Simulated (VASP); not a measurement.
Cu: single point with PBEsol

The system is Cu.

```
CELL_PARAMETERS angstrom
2.68614 0.00000 0.00000
-1.34307 2.19459 0.00000
0.00000 0.00000 4.11257
ATOMIC_POSITIONS crystal
Cu 0.33333 0.66667 0.25000
Cu 0.66667 0.33333 0.75000
```

This cell differs from its parent crystal: strain +0.0600 x Voigt [1, 0, 0, 0, 0, 0].

```
Program             : VASP 6.6.1
Task                : single point
Functional          : PBEsol
Potentials or basis : VASP PAW PBE potentials, release 64 (Cu)
Cutoff              : 520 eV
k mesh              : 24 × 24 × 12
Occupations         : gaussian, width 0.15 eV
Spin                : no spin polarisation
```

```
Pressure               : -8.4 GPa
Largest force          : 0.098 eV/Å
Band gap on the k mesh : zero (bands 11 and 12 overlap by 5.59 eV)
```

Forces in eV/Å, atoms in the order of the input:
```
Cu   0.000 -0.098  0.000
Cu   0.000  0.098  0.000
```

Stress tensor (GPa, compression positive):
```
-12.52   0.00   0.00
  0.00  -7.89   0.00
  0.00   0.00  -4.89
```

Levels at points of the mesh, in eV from the Fermi level:
| k point | band 7 | band 8 | band 9 | band 10 | band 11 | band 12 | band 13 | band 14 | band 15 | band 16 |
| --- | --- | --- | --- | --- | --- | --- | --- | --- | --- | --- |
| (0.00, 0.00, 0.00) | -2.51 | -2.48 | -2.46 | -1.70 | -1.64 | -0.62 | 4.12 | 19.78 | 19.85 | 21.60 |
| (0.50, 0.00, 0.00) | -2.64 | -1.68 | -1.56 | -1.49 | -0.16 | 1.20 | 7.55 | 8.05 | 10.51 | 10.76 |
| (0.00, 0.50, 0.00) | -2.44 | -1.60 | -1.52 | -1.49 | 0.18 | 1.76 | 8.27 | 8.68 | 11.02 | 11.08 |
| (0.00, 0.00, 0.50) | -2.78 | -2.78 | -1.92 | -1.92 | -1.84 | -1.84 | 13.13 | 13.13 | 20.90 | 20.90 |
| (0.50, 0.00, 0.50) | -1.88 | -1.88 | -1.59 | -1.59 | 0.32 | 0.32 | 4.37 | 4.37 | 16.11 | 16.11 |
| (0.00, 0.50, 0.50) | -1.81 | -1.81 | -1.53 | -1.53 | 0.82 | 0.82 | 5.13 | 5.13 | 14.18 | 14.18 |

Run time: 12 min on 1 thread of Intel Xeon 8259CL (shared host), peak memory 0.47 GiB.

Caveat: the cell differs from its parent crystal (strain +0.0600 x Voigt [1, 0, 0, 0, 0, 0]); the stress differs along the axes, from -13 to -5 GPa; the PAW data sets were made with another functional, which shifts forces and pressure a little.
